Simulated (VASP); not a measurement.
# GaP (F-43m) in VASP: single point with PBE-based screened hybrid with 25 % exact exchange

Aim: the single point of GaP with PBE-based screened hybrid with 25 % exact exchange.

Program: VASP 6.6.1. These are calculated values, not measurements. Logs are shortened: lines on timing, memory, paths and dates and some standing lists are left out, and cuts for length are marked.

### Step 1. The cell of the first run

The structure is cubic, space group F-43m (No. 216). The conventional cell has a = 5.451 Å, b = 5.451 Å, c = 5.451 Å, α = 90.00°, β = 90.00°, γ = 90.00°. Within 3.1 Å of Ga (site symmetry -43m) lie 4 P at 2.36 Å. P (site symmetry -43m) has 4 Ga at 2.36 Å within 3.1 Å.

### Step 2. Single point, PBE-based screened hybrid with 25 % exact exchange, non-collinear spin, zero start, spin-orbit coupling

File POSCAR:

```
GaP
1.0
    0.0000000000      2.7252500000      2.7252500000
    2.7252500000      0.0000000000      2.7252500000
    2.7252500000      2.7252500000      0.0000000000
Ga P
1 1
Direct
    0.0000000000      0.0000000000      0.0000000000
    0.2500000000      0.2500000000      0.2500000000
```

File INCAR.step1:

```
ALGO = Normal
EDIFF = 1E-5
ENCUT = 400
GGA = PE
GGA_COMPAT = F
ISIF = 2
ISMEAR = -1
LASPH = T
LCHARG = F
LORBIT = 11
LORBMOM = T
LREAL = F
LSORBIT = T
LWAVE = T
MAGMOM = 0 0 0 0 0 0
NBANDS = 30
NELM = 200
PREC = Accurate
SIGMA = 0.025
```

File INCAR.step2:

```
AEXX = 0.25
ALGO = Normal
EDIFF = 1E-6
ENCUT = 400
GGA = PE
GGA_COMPAT = F
HFSCREEN = 0.3
ISIF = 2
ISMEAR = -1
ISTART = 1
LASPH = T
LCHARG = F
LHFCALC = T
LORBIT = 11
LORBMOM = T
LREAL = F
LSORBIT = T
LWAVE = F
MAGMOM = 0 0 0 0 0 0
NBANDS = 30
NELM = 200
PREC = Accurate
PRECFOCK = Normal
SIGMA = 0.025
```

File KPOINTS:

```
k-points
0
Gamma
  5 5 5
```

Potentials or basis: VASP PAW PBE potentials, release 64 (Ga_d, P).

Command:

```
$ cat potpaw_PBE.64/Ga_d/POTCAR potpaw_PBE.64/P/POTCAR > POTCAR
$ cp INCAR.step1 INCAR
$ mpirun -np 1 vasp_ncl > vasp.out
$ cp INCAR.step2 INCAR
$ mpirun -np 1 vasp_ncl > vasp.out
```

OUTCAR:

```text
AEXX = 0.25
   EDIFF = 1E-6
   ENCUT = 400
   GGA = PE
   HFSCREEN = 0.3
   ISIF = 2
   ISMEAR = -1
   ISTART = 1
   LASPH = T
   LHFCALC = T
   LORBIT = 11
   LREAL = F
   LSORBIT = T
   NELM = 200
   PREC = Accurate
   PRECFOCK = Normal

 ion  position               nearest neighbor table
   1  0.000  0.000  0.000-   2 2.36   2 2.36   2 2.36   2 2.36
   2  0.250  0.250  0.250-   1 2.36   1 2.36   1 2.36   1 2.36

  LATTYP: Found a face centered cubic cell.
 ALAT       =     5.4505000000

  Lattice vectors:

 A1 = (   0.0000000000,   2.7252500000,   2.7252500000)
 A2 = (   2.7252500000,   0.0000000000,   2.7252500000)
 A3 = (   2.7252500000,   2.7252500000,   0.0000000000)

Analysis of symmetry for initial positions (statically):
=====================================================================
 Subroutine PRICEL returns:
 Original cell was already a primitive cell.

 Routine SETGRP: Setting up the symmetry group for a
 face centered cubic supercell.

 Subroutine GETGRP returns: Found 24 space group operations
 (whereof 24 operations were pure point group operations)
 out of a pool of 48 trial point group operations.

The static configuration has the point symmetry T_d .

Analysis of symmetry for dynamics (positions and initial velocities):
=====================================================================
 Subroutine PRICEL returns:
 Original cell was already a primitive cell.

 Routine SETGRP: Setting up the symmetry group for a
 face centered cubic supercell.

 Subroutine GETGRP returns: Found 24 space group operations
 (whereof 24 operations were pure point group operations)
 out of a pool of 48 trial point group operations.

The dynamic configuration has the point symmetry T_d .

Analysis of structural, dynamic, and magnetic symmetry:
=====================================================================
 Subroutine PRICEL returns:
 Original cell was already a primitive cell.

 Routine SETGRP: Setting up the symmetry group for a
 face centered cubic supercell.

 Subroutine GETGRP returns: Found 24 space group operations
 (whereof 24 operations were pure point group operations)
 out of a pool of 48 trial point group operations.

The overall configuration has the point symmetry T_d .

 Subroutine INISYM returns: Found 24 space group operations
 (whereof 24 operations are pure point group operations),
 and found     1 'primitive' translations

----------------------------------------------------------------------------------------

[... 631 lines left out ...]
    total drift:                                0.000008      0.000008      0.000003

  FREE ENERGIE OF THE ION-ELECTRON SYSTEM (eV)
  ---------------------------------------------------
  free  energy   TOTEN  =       -10.4439099772 eV

  energy  without entropy=      -10.4439099772  energy(sigma->0) =      -10.44390998

 orbital moment (x)

 # of ion     p       d       tot
 ----------------------------------------
  1         0.000   0.000   0.000
  2        -0.000   0.000  -0.000
 ----------------------------------------
            0.000   0.000   0.000

 orbital moment (y)

 # of ion     p       d       tot
 ----------------------------------------
  1        -0.000  -0.000  -0.000
  2         0.000   0.000   0.000
 ----------------------------------------
           -0.000  -0.000  -0.000

 orbital moment (z)

 # of ion     p       d       tot
 ----------------------------------------
  1        -0.000  -0.000  -0.000
  2         0.000   0.000   0.000
 ----------------------------------------
           -0.000  -0.000  -0.000

 Spin-Orbit-Coupling matrix elements

 Ion:    1  E_soc:     -0.0105978
 l=   1
     0.0000000    -0.0010002    -0.0010002
    -0.0010002     0.0000000    -0.0010002
    -0.0010002    -0.0010002     0.0000000
 l=   2
     0.0000000    -0.0001566     0.0000000    -0.0001566    -0.0006095
    -0.0001566     0.0000000    -0.0004571    -0.0001566    -0.0001524
     0.0000000    -0.0004571     0.0000000    -0.0004571     0.0000000
    -0.0001566    -0.0001566    -0.0004571     0.0000000    -0.0001524
    -0.0006095    -0.0001524     0.0000000    -0.0001524     0.0000000
 l=   3
     0.0000000     0.0000000     0.0000000     0.0000000     0.0000000     0.0000000     0.0000000
     0.0000000     0.0000000     0.0000000     0.0000000     0.0000000     0.0000000     0.0000000
     0.0000000     0.0000000     0.0000000     0.0000000     0.0000000     0.0000000     0.0000000
     0.0000000     0.0000000     0.0000000     0.0000000     0.0000000     0.0000000     0.0000000
     0.0000000     0.0000000     0.0000000     0.0000000     0.0000000     0.0000000     0.0000000
     0.0000000     0.0000000     0.0000000     0.0000000     0.0000000     0.0000000     0.0000000
     0.0000000     0.0000000     0.0000000     0.0000000     0.0000000     0.0000000     0.0000000

 Ion:    2  E_soc:     -0.0008366
 l=   1
     0.0000000    -0.0001394    -0.0001394
    -0.0001394     0.0000000    -0.0001394
    -0.0001394    -0.0001394     0.0000000
 l=   2
     0.0000000     0.0000000     0.0000000     0.0000000     0.0000000
     0.0000000     0.0000000     0.0000000     0.0000000     0.0000000
     0.0000000     0.0000000     0.0000000     0.0000000     0.0000000
     0.0000000     0.0000000     0.0000000     0.0000000     0.0000000
     0.0000000     0.0000000     0.0000000     0.0000000     0.0000000
 l=   3
     0.0000000     0.0000000     0.0000000     0.0000000     0.0000000     0.0000000     0.0000000
     0.0000000     0.0000000     0.0000000     0.0000000     0.0000000     0.0000000     0.0000000
     0.0000000     0.0000000     0.0000000     0.0000000     0.0000000     0.0000000     0.0000000
     0.0000000     0.0000000     0.0000000     0.0000000     0.0000000     0.0000000     0.0000000
     0.0000000     0.0000000     0.0000000     0.0000000     0.0000000     0.0000000     0.0000000
     0.0000000     0.0000000     0.0000000     0.0000000     0.0000000     0.0000000     0.0000000
     0.0000000     0.0000000     0.0000000     0.0000000     0.0000000     0.0000000     0.0000000

 total charge

# of ion       s       p       d       tot
------------------------------------------
    1        0.825   0.852  10.029  11.706
    2        1.012   1.551   0.000   2.563
--------------------------------------------------
tot          1.837   2.403  10.029  14.269

 magnetization (x)

# of ion       s       p       d       tot
------------------------------------------
    1        0.000  -0.000   0.000   0.000
    2        0.000  -0.000   0.000  -0.000
--------------------------------------------------
tot          0.000  -0.000   0.000   0.000

 magnetization (y)

# of ion       s       p       d       tot
------------------------------------------
    1        0.000   0.000   0.000   0.000
    2        0.000  -0.000   0.000  -0.000
--------------------------------------------------
tot          0.000   0.000   0.000   0.000

 magnetization (z)

# of ion       s       p       d       tot
------------------------------------------
    1       -0.000   0.000   0.000   0.000
    2        0.000   0.000   0.000   0.000
--------------------------------------------------
tot          0.000   0.000   0.000   0.000
```

OSZICAR.step1:

```text
N       E                     dE             d eps       ncg     rms          rms(c)
DAV:   1     0.117075191173E+03    0.11708E+03   -0.71832E+03   962   0.151E+03
DAV:   2     0.589969432259E+01   -0.11118E+03   -0.10477E+03   874   0.397E+02
DAV:   3    -0.886905478536E+01   -0.14769E+02   -0.14587E+02  1032   0.106E+02
DAV:   4    -0.934583114559E+01   -0.47678E+00   -0.47596E+00  1020   0.209E+01
DAV:   5    -0.935673770049E+01   -0.10907E-01   -0.10904E-01  1044   0.297E+00    0.428E+00
DAV:   6    -0.910245115325E+01    0.25429E+00   -0.33303E-01  1220   0.113E+01    0.264E+00
DAV:   7    -0.907652528093E+01    0.25926E-01   -0.15028E-01   986   0.270E+00    0.120E+00
DAV:   8    -0.907768428651E+01   -0.11590E-02   -0.24774E-02  1060   0.257E+00    0.238E-01
DAV:   9    -0.907755848245E+01    0.12580E-03   -0.29216E-03  1214   0.114E+00    0.132E-01
DAV:  10    -0.907768078542E+01   -0.12230E-03   -0.46070E-04  1166   0.231E-01    0.351E-02
DAV:  11    -0.907775781504E+01   -0.77030E-04   -0.10748E-04  1014   0.155E-01    0.147E-02
DAV:  12    -0.907778031638E+01   -0.22501E-04   -0.40212E-05   818   0.470E-02    0.871E-03
DAV:  13    -0.907778040227E+01   -0.85889E-07   -0.11940E-06   650   0.105E-02
   1 F= -.90777804E+01 E0= -.90777804E+01  d E =-.171279E-11  mag=    -0.0000    -0.0000    -0.0000
```

It took 65 min on 1 thread of Intel Xeon Platinum 8488C (Sapphire Rapids), shared host; peak memory 0.35 GiB.

What came out:

| Item | Value |
| --- | --- |
| Free energy | -10.4439 eV |
| Pressure | 0.7 GPa |
| Net moment | 0.00 μB per cell |
| Valence electrons inside the program's atomic spheres | Ga 11.71; P 2.56 |

Moments on the atoms (μB; x, y, z):
```
Ga  0.00 0.00 0.00
P   0.00 0.00 0.00
```

Caveat: the k points lie up to 0.40 Å⁻¹ apart; the PAW data sets were made with another functional, which shifts forces and pressure a little.
